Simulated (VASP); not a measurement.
# Ge (P6_3/mmc) in VASP: notebook

The runs below take Ge through single point, with r2SCAN.

All numbers are computed with VASP 6.6.1; they aren't measurements. Logs are shortened: lines on timing, memory, paths and dates and some standing lists are left out, and cuts for length are marked.

## 1. The cell of the first run

The structure is hexagonal, space group P6_3/mmc (No. 194). Conventional cell: a = 3.876 Å, b = 3.876 Å, c = 6.656 Å, α = 90.00°, β = 90.00°, γ = 120.00°. Ge (site symmetry 3m) has 4 Ge at 2.40 to 2.46 Å within 3.2 Å.

This isn't the form of Ge at room conditions, which is diamond.

## 2. Single point, r2SCAN (biaxial strain in the a-b plane: -3.0 %, then relaxed in part)

Contents of POSCAR:

```
Ge
1.0
    3.8757792409      0.0000000000      0.0000000000
   -1.9378896204      3.3565232821      0.0000000000
    0.0000000000      0.0000000000      6.6555347729
Ge
4
Direct
    0.6666666667      0.3333333333      0.0654984998
    0.3333333333      0.6666666667      0.5654984998
    0.6666666667      0.3333333333      0.4345015002
    0.3333333333      0.6666666667      0.9345015002
```

Contents of INCAR.step1:

```
PREC = Accurate ; ENCUT = 520
ISMEAR = 0 ; SIGMA = 0.01
LREAL = False ; LASPH = True
NELM = 60 ; NBANDS = 36
GGA = PE ; ALGO = Normal
EDIFF = 1E-4 ; LWAVE = True
LCHARG = False
```

Contents of INCAR.step2:

```
PREC = Accurate ; ENCUT = 520
EDIFF = 1E-6 ; ISMEAR = 0
SIGMA = 0.01 ; LREAL = False
LASPH = True ; NELM = 60
ALGO = Normal ; ISIF = 2
LWAVE = False ; LCHARG = True
METAGGA = R2SCAN ; LMIXTAU = True
LELF = True ; LVHAR = True
NBANDS = 36 ; ISTART = 1
```

Contents of KPOINTS:

```
regular mesh
0
Gamma
  12 12 6
```

Potentials or basis: VASP PAW PBE potentials, release 64 (Ge_d).

Launch:

```
cat potpaw_PBE.64/Ge_d/POTCAR > POTCAR
cp INCAR.step1 INCAR
mpirun -np 1 vasp_std > vasp.out
cp INCAR.step2 INCAR
mpirun -np 1 vasp_std > vasp.out
```

OUTCAR:

```text
PREC = Accurate
   ENCUT = 520
   EDIFF = 1E-6
   ISMEAR = 0
   LREAL = False
   LASPH = True
   NELM = 60
   ISIF = 2
   METAGGA = R2SCAN
   ISTART = 1

 ion  position               nearest neighbor table
   1  0.667  0.333  0.065-   4 2.40   4 2.40   4 2.40   3 2.46
   2  0.333  0.667  0.565-   3 2.40   3 2.40   3 2.40   4 2.46
   3  0.667  0.333  0.435-   2 2.40   2 2.40   2 2.40   1 2.46
   4  0.333  0.667  0.935-   1 2.40   1 2.40   1 2.40   2 2.46

  LATTYP: Found a hexagonal cell.
 ALAT       =     3.8757792409
 C/A-ratio  =     1.7172120390

  Lattice vectors:

 A1 = (   3.8757792409,   0.0000000000,   0.0000000000)
 A2 = (  -1.9378896204,   3.3565232821,   0.0000000000)
 A3 = (   0.0000000000,   0.0000000000,   6.6555347729)

Analysis of symmetry for initial positions (statically):
=====================================================================
 Subroutine PRICEL returns:
 Original cell was already a primitive cell.

 Routine SETGRP: Setting up the symmetry group for a
 hexagonal supercell.

 Subroutine GETGRP returns: Found 24 space group operations
 (whereof 12 operations were pure point group operations)
 out of a pool of 24 trial point group operations.

The static configuration has the point symmetry D_3d.
 The point group associated with its full space group is D_6h.

Analysis of symmetry for dynamics (positions and initial velocities):
=====================================================================
 Subroutine PRICEL returns:
 Original cell was already a primitive cell.

 Routine SETGRP: Setting up the symmetry group for a
 hexagonal supercell.

 Subroutine GETGRP returns: Found 24 space group operations
 (whereof 12 operations were pure point group operations)
 out of a pool of 24 trial point group operations.

The dynamic configuration has the point symmetry D_3d.
 The point group associated with its full space group is D_6h.

 Subroutine INISYM returns: Found 24 space group operations
 (whereof 12 operations are pure point group operations),
 and found     1 'primitive' translations

----------------------------------------------------------------------------------------

                                     Primitive cell

  volume of cell :      86.5828

  direct lattice vectors                    reciprocal lattice vectors
[... 90 lines left out ...]
   NELM   =     60;   NELMIN=  2; NELMDL=  0     # of ELM steps
   EDIFF  = 0.1E-05   stopping-criterion for ELM
   LREAL  =      F    real-space projection
   EDIFFG = 0.1E-04   stopping-criterion for IOM
   NSW    =      0    number of steps for IOM
   IBRION =     -1    ionic relax: 0-MD 1-quasi-New 2-CG
   NFREE  =      0    steps in history (QN), initial steepest desc. (CG)
   ISIF   =      2    stress and relaxation
   ISYM   =      2    0-nonsym 1-usesym 2-fastsym
   POTIM  = 0.5000    time-step for ionic-motion
   TEBEG  =    0.0;   TEEND  =   0.0 temperature during run
   PSTRESS=    0.0 pullay stress
   NELECT =      56.0000    total number of electrons
   NUPDOWN=      -1.0000    fix difference up-down
   EMIN   =  10.00;   EMAX   =-10.00  energy-range for DOS
   EFERMI =   0.00;   METHOD = LEGACY
   ISMEAR =     0;   SIGMA  =   0.01  broadening in eV -4-tet -1-fermi 0-gaus
   EFERMI_NEDOS =   21; number of points for ismear=-14 and -15
   IALGO  =     38    algorithm
   IMIX   =      4    mixing-type and parameters
     AMIX     =   0.40;   BMIX     =  1.00
     AMIX_MAG =   1.60;   BMIX_MAG =  1.00
  volume/ion in A,a.u.               =      21.65       146.07
  Fermi-wavevector in a.u.,A,eV,Ry     =   1.415773  2.675423 27.271697  2.004413
  Thomas-Fermi vector in A             =   2.537177
   LORBIT       =      0    0 simple, 1 ext, 2 COOP (PROOUT), +10 PAW based schemes
   METAGGA = R2SCAN    functional components
   LHFCALC =     F    Hartree Fock is set to
   AEXX    =    0.0000 exact exchange contribution
   IVDW    =     0    specifies the selected vdW correction
   LEPSILON=     F    determine dielectric tensor
   LRPA    =     F    only Hartree local field effects (RPA)
 non-spin polarized calculation
 Gauss-broadening in eV      SIGMA  =   0.01
  energy-cutoff  :      520.00
  volume of cell :       86.58
 maximum number of plane-waves:      2356
 NGX is ok and might be reduce to    30
   NGX = 15   NGY = 15   NGZ = 25

 number of electron      55.9999950 magnetization

 Free energy of the ion-electron system (eV)
  ---------------------------------------------------
  ext. energy  EPLUGINS =         0.00000000
  ---------------------------------------------------
  free energy    TOTEN  =       -55.31182791 eV

  energy without entropy =      -55.31182791  energy(sigma->0) =      -55.31182791

 E-fermi :   5.6563     XC(G=0): -11.0557

 val. band max:        5.5635661795   @ k =   0.0000   0.0000   0.0000
 cond. band min:       5.7543487395   @ k =   0.4167   0.0000   0.3333
 fundamental gap:      0.1907825600
 Fermi energy:         5.6563331906

 k-point     1 :       0.0000    0.0000    0.0000
  band No.  band energies     occupation
      1     -20.3675      2.00000
      2     -20.3675      2.00000
      3     -20.3229      2.00000
      4     -20.3229      2.00000
      5     -20.2987      2.00000
      6     -20.2875      2.00000
[... 925 lines left out ...]
     35      13.5477      0.00000
     36      13.6329      0.00000

 [... further k-points ...]

------------------------ aborting loop because EDIFF is reached ----------------------------------------

  FORCE on cell =-STRESS in cart. coord.  units (eV):
  Direction    XX          YY          ZZ          XY          YZ          ZX
  --------------------------------------------------------------------------------------
  -------------------------------------------------------------------------------------
  Total        3.4726503      3.4726503      0.0095803      0.0000000      0.0000000      0.0000000
  in kB       64.2598909     64.2598909      0.1772787      0.0000000      0.0000000      0.0000000
  external PRESSURE =      42.8990201 kB  Pullay stress =       0.0000000 kB

 VOLUME and BASIS-vectors are now :
 -----------------------------------------------------------------------------
  energy-cutoff  :      520.00
  volume of cell :       86.58
      direct lattice vectors                 reciprocal lattice vectors
     3.875779241  0.000000000  0.000000000     0.258012631  0.148963662  0.000000000
    -1.937889620  3.356523282  0.000000000     0.000000000  0.297927324  0.000000000
     0.000000000  0.000000000  6.655534773     0.000000000  0.000000000  0.150250887

 POSITION                                       TOTAL-FORCE (eV/Angst)
 -----------------------------------------------------------------------------------
      1.93789      1.11884      0.43593         0.000000     -0.000000     -0.002253
     -0.00000      2.23768      3.76369        -0.000000      0.000000     -0.002253
      1.93789      1.11884      2.89184         0.000000     -0.000000      0.002253
     -0.00000      2.23768      6.21961        -0.000000      0.000000      0.002253
 -----------------------------------------------------------------------------------
    total drift:                               -0.000000      0.000000      0.000000

  FREE ENERGIE OF THE ION-ELECTRON SYSTEM (eV)
  ---------------------------------------------------
  free  energy   TOTEN  =       -55.3118279125 eV

  energy  without entropy=      -55.3118279125  energy(sigma->0) =      -55.31182791
```

OSZICAR.step1:

```text
N       E                     dE             d eps       ncg     rms          rms(c)
DAV:   1     0.498959533740E+03    0.49896E+03   -0.28035E+04  6344   0.435E+03
DAV:   2     0.683541197177E+02   -0.43061E+03   -0.41873E+03  5472   0.817E+02
DAV:   3    -0.133405134188E+02   -0.81695E+02   -0.80599E+02  5876   0.207E+02
DAV:   4    -0.179039263610E+02   -0.45634E+01   -0.45468E+01  6400   0.575E+01
DAV:   5    -0.179943398260E+02   -0.90413E-01   -0.90391E-01  6076   0.902E+00    0.484E+00
DAV:   6    -0.178494103614E+02    0.14493E+00   -0.75087E-02  6060   0.197E+00    0.285E+00
DAV:   7    -0.177752504876E+02    0.74160E-01   -0.14212E-01  6224   0.239E+00    0.217E-01
DAV:   8    -0.177784446639E+02   -0.31942E-02   -0.15462E-02  6116   0.981E-01    0.105E-01
DAV:   9    -0.177791546526E+02   -0.70999E-03   -0.97449E-04  4848   0.166E-01    0.468E-02
DAV:  10    -0.177792522516E+02   -0.97599E-04   -0.10127E-04  4504   0.757E-02
   1 F= -.17779252E+02 E0= -.17779226E+02  d E =-.531724E-04
```

Run time: 4.8 min. Hardware: 1 thread of Intel Xeon 6975P-C (Granite Rapids), shared host; peak memory 0.31 GiB.

Results:

```yaml
Free_energy: -55.3118 eV
Pressure: 4.3 GPa
Band_gap_on_the_k_mesh: 0.19 eV (least direct gap 0.34 eV)
```

Forces in eV/Å, atoms in the order of the input:
```
Ge   0.000  0.000 -0.002
Ge   0.000  0.000 -0.002
Ge   0.000  0.000  0.002
Ge   0.000  0.000  0.002
```

Stress tensor (GPa, compression positive):
```
6.43 0.00 0.00
0.00 6.43 0.00
0.00 0.00 0.02
```

Levels at points of the mesh, in eV from the valence-band top:
```csv
k point,band 24,band 25,band 26,band 27,band 28,band 29,band 30,band 31,band 32,band 33
"(0.00, 0.00, 0.00)",-1.65,-1.65,-0.70,0.00,0.00,0.34,0.62,2.35,2.35,2.70
"(0.50, 0.00, 0.00)",-7.46,-5.30,-3.48,-3.40,-1.83,0.69,1.77,3.34,3.74,4.09
"(0.00, 0.00, 0.50)",-5.53,-1.00,-1.00,-1.00,-1.00,1.33,1.33,3.52,3.52,3.52
"(0.50, 0.00, 0.50)",-8.61,-3.24,-3.24,-2.81,-2.81,0.44,0.44,2.10,2.10,6.26
```

Caveat: the cell differs from its parent crystal (biaxial strain in the a-b plane: -3.0 %, then relaxed in part); the stress differs along the axes, from 0 to 6 GPa; semilocal functionals underestimate gaps, and a narrow one can read as zero; the PAW data sets were made with another functional, which shifts forces and pressure a little.

## 3. Single point, r2SCAN

POSCAR is that of step 2.

Contents of INCAR.step1:

```
SYSTEM = Ge
  PREC = Accurate
  ENCUT = 520
  ISMEAR = 0
  SIGMA = 0.01
  LREAL = .FALSE.
  LASPH = .TRUE.
  NELM = 100
  NBANDS = 36
  GGA = PE
  ALGO = Normal
  EDIFF = 1E-4
  LWAVE = .TRUE.
  LCHARG = .FALSE.
```

Contents of INCAR.step2:

```
SYSTEM = Ge
  PREC = Accurate
  ENCUT = 520
  EDIFF = 1E-7
  ISMEAR = 0
  SIGMA = 0.01
  LREAL = .FALSE.
  LASPH = .TRUE.
  NELM = 100
  ALGO = Normal
  ISIF = 2
  LWAVE = .FALSE.
  LCHARG = .FALSE.
  METAGGA = R2SCAN
  LMIXTAU = .TRUE.
  NBANDS = 36
  ISTART = 1
```

Contents of KPOINTS:

```
Automatic mesh
0
G
  12 12 6
  0 0 0
```

Potentials or basis: VASP PAW PBE potentials, release 64 (Ge_d).

Launch:

```
cat potpaw_PBE.64/Ge_d/POTCAR > POTCAR
cp INCAR.step1 INCAR
mpirun -np 1 vasp_std > vasp.out
cp INCAR.step2 INCAR
mpirun -np 1 vasp_std > vasp.out
```

Run time: 6.5 min. Hardware: 1 thread of Intel Xeon 6975P-C (Granite Rapids), shared host; peak memory 0.32 GiB.

It converged, with:

| Property | Result |
| --- | --- |
| Free energy | -55.3118 eV |
| Pressure | 4.3 GPa |
| Band gap on the k mesh | 0.19 eV (least direct gap 0.34 eV) |

Forces on the atoms (eV/Å):
```
Ge   0.000  0.000 -0.002
Ge   0.000  0.000 -0.002
Ge   0.000  0.000  0.002
Ge   0.000  0.000  0.002
```

Stress tensor (GPa, compression positive):
```
6.48 0.00 0.00
0.00 6.48 0.00
0.00 0.00 0.07
```

Levels at points of the mesh, in eV from the valence-band top:
```csv
k point,band 26,band 27,band 28,band 29,band 30,band 31
"(0.00, 0.00, 0.00)",-0.70,0.00,0.00,0.34,0.62,2.35
"(0.50, 0.00, 0.00)",-3.48,-3.40,-1.83,0.69,1.77,3.34
"(0.00, 0.00, 0.50)",-1.00,-1.00,-1.00,1.33,1.33,3.52
"(0.50, 0.00, 0.50)",-3.24,-2.81,-2.81,0.44,0.44,2.10
```

Caveat: the stress differs along the axes, from 0 to 6 GPa; semilocal functionals underestimate gaps, and a narrow one can read as zero; the PAW data sets were made with another functional, which shifts forces and pressure a little. A k mesh can miss the band edges.

## 4. Single point, r2SCAN

This run uses another cell than the first one, of 22.82 Å³/atom.

Contents of POSCAR:

```
Ge
1.0
    3.9956487028      0.0000000000      0.0000000000
   -1.9978243514      3.4603332812      0.0000000000
    0.0000000000      0.0000000000      6.6027109801
Ge
4
Direct
    0.6666666667      0.3333333333      0.0629814342
    0.3333333333      0.6666666667      0.5629814342
    0.6666666667      0.3333333333      0.4370185658
    0.3333333333      0.6666666667      0.9370185658
```

Contents of INCAR.step1:

```
SYSTEM = Ge
PREC = Accurate ; ENCUT = 520
ISMEAR = 0 ; SIGMA = 0.01
LREAL = .False. ; LASPH = .True.
NELM = 60 ; NBANDS = 36
GGA = PE ; ALGO = Normal
EDIFF = 1E-4 ; LWAVE = .True.
LCHARG = .False.
```

Contents of INCAR.step2:

```
SYSTEM = Ge
PREC = Accurate ; ENCUT = 520
EDIFF = 1E-7 ; ISMEAR = 0
SIGMA = 0.01 ; LREAL = .False.
LASPH = .True. ; NELM = 60
ALGO = Normal ; ISIF = 2
LWAVE = .False. ; LCHARG = .False.
METAGGA = R2SCAN ; LMIXTAU = .True.
NBANDS = 36 ; ISTART = 1
```

Contents of KPOINTS:

```
Automatic mesh
0
Gamma
  12 12 6
  0 0 0
```

Launch:

```
cat potpaw_PBE.64/Ge_d/POTCAR > POTCAR
cp INCAR.step1 INCAR
mpirun -np 1 vasp_std > vasp.out
cp INCAR.step2 INCAR
mpirun -np 1 vasp_std > vasp.out
```

Run time: 26 min. Hardware: 1 thread of Intel Xeon 8259CL, shared host; peak memory 0.32 GiB.

It converged, with:

* Free energy: -55.4188 eV
* Pressure: 0.1 GPa
* Largest force: 0.005 eV/Å
* Band gap on the k mesh: 0.08 eV

Forces on the atoms (eV/Å):
```
Ge   0.000  0.000  0.005
Ge   0.000  0.000  0.005
Ge   0.000  0.000 -0.005
Ge   0.000  0.000 -0.005
```

Levels at points of the mesh, in eV from the valence-band top:
| k point | band 24 | band 25 | band 26 | band 27 | band 28 | band 29 | band 30 | band 31 | band 32 | band 33 |
| --- | --- | --- | --- | --- | --- | --- | --- | --- | --- | --- |
| (0.00, 0.00, 0.00) | -1.68 | -1.68 | -0.30 | 0.00 | 0.00 | 0.08 | 0.24 | 2.30 | 2.30 | 2.80 |
| (0.50, 0.00, 0.00) | -7.10 | -4.87 | -3.34 | -3.02 | -1.65 | 0.63 | 1.82 | 3.71 | 3.83 | 4.46 |
| (0.00, 0.00, 0.50) | -5.06 | -1.02 | -1.02 | -1.02 | -1.02 | 0.85 | 0.85 | 3.46 | 3.46 | 3.46 |
| (0.50, 0.00, 0.50) | -8.27 | -2.78 | -2.78 | -2.65 | -2.65 | 0.62 | 0.62 | 2.26 | 2.26 | 6.35 |

Caveat: semilocal functionals underestimate gaps, and a narrow one can read as zero; the PAW data sets were made with another functional, which shifts forces and pressure a little.

## 5. Single point, r2SCAN

This run uses another cell than the first one, of 22.83 Å³/atom.

Contents of POSCAR:

```
Ge
1.0
    3.9975858431      0.0000000000      0.0000000000
   -1.9987929216      3.4620108940      0.0000000000
    0.0000000000      0.0000000000      6.5993779500
Ge
4
Direct
    0.6666666667      0.3333333333      0.0629012500
    0.3333333333      0.6666666667      0.5629012500
    0.6666666667      0.3333333333      0.4370987500
    0.3333333333      0.6666666667      0.9370987500
```

Contents of INCAR.step1:

```
  PREC = Accurate
  ENCUT = 520
  ISMEAR = 0
  SIGMA = 0.01
  LREAL = False
  LASPH = True
  NELM = 60
  NBANDS = 36
  GGA = PE
  ALGO = Normal
  EDIFF = 1E-4
  LWAVE = True
  LCHARG = False
```

Contents of INCAR.step2:

```
  PREC = Accurate
  ENCUT = 520
  EDIFF = 1E-6
  ISMEAR = 0
  SIGMA = 0.01
  LREAL = False
  LASPH = True
  NELM = 60
  ALGO = Normal
  ISIF = 2
  LWAVE = False
  LCHARG = False
  METAGGA = R2SCAN
  LMIXTAU = True
  NBANDS = 36
  ISTART = 1
```

Contents of KPOINTS:

```
Automatic mesh
0
Gamma
  12 12 6
```

Launch:

```
cat potpaw_PBE.64/Ge_d/POTCAR > POTCAR
cp INCAR.step1 INCAR
mpirun -np 1 vasp_std > vasp.out
cp INCAR.step2 INCAR
mpirun -np 1 vasp_std > vasp.out
```

It took 19 min on 1 thread of Intel Xeon 8259CL, shared host; peak memory 0.32 GiB.

The run converged. Its results:

```
Free energy            : -55.4188 eV
Pressure               : 0.0 GPa
Largest force          : 0.008 eV/Å
Band gap on the k mesh : 0.06 eV
```

Forces in eV/Å, atoms in the order of the input:
```
Ge   0.000  0.000  0.008
Ge   0.000  0.000  0.008
Ge   0.000  0.000 -0.008
Ge   0.000  0.000 -0.008
```

Stress tensor (GPa, compression positive):
```
-0.05  0.00  0.00
 0.00 -0.05  0.00
 0.00  0.00  0.12
```

Levels at points of the mesh, in eV from the valence-band top:
```csv
k point,band 24,band 25,band 26,band 27,band 28,band 29,band 30,band 31,band 32,band 33
"(0.00, 0.00, 0.00)",-1.68,-1.68,-0.29,0.00,0.00,0.06,0.24,2.30,2.30,2.80
"(0.50, 0.00, 0.00)",-7.09,-4.87,-3.34,-3.02,-1.65,0.63,1.82,3.72,3.84,4.47
"(0.00, 0.00, 0.50)",-5.05,-1.03,-1.03,-1.03,-1.03,0.85,0.85,3.46,3.46,3.46
"(0.50, 0.00, 0.50)",-8.26,-2.78,-2.78,-2.65,-2.65,0.63,0.63,2.27,2.27,6.36
```

Caveat: semilocal functionals underestimate gaps, and a narrow one can read as zero; the PAW data sets were made with another functional, which shifts forces and pressure a little. A k mesh can miss the band edges.

## 6. Overview

| cell | gap on the mesh (eV) | pressure (GPa) |
| --- | --- | --- |
| a = 3.876, b = 3.876, c = 6.656 Å, angles 90.0, 90.0, 120.0°, 4 atoms, atomic positions A | 0.19 | 4.3 |
| a = 3.996, b = 3.996, c = 6.603 Å, angles 90.0, 90.0, 120.0°, 4 atoms, atomic positions B | 0.08 | 0.1 |
| a = 3.998, b = 3.998, c = 6.599 Å, angles 90.0, 90.0, 120.0°, 4 atoms, atomic positions C | 0.06 | 0.0 |

Alike in all rows: task single point; level r2SCAN; potentials or basis VASP PAW PBE potentials, release 64 (Ge_d); no spin polarisation; k mesh 12 × 12 × 6; cutoff (eV) 520; smearing gaussian 0.01 eV.

Caveats: semilocal functionals underestimate gaps, and a narrow one can read as zero; the PAW data sets were made with another functional, which shifts forces and pressure a little; the stress differs along the axes, from 0 to 6 GPa (at least some runs).

Total energies depend on the potentials used, so only differences within one code and one set of settings carry meaning.
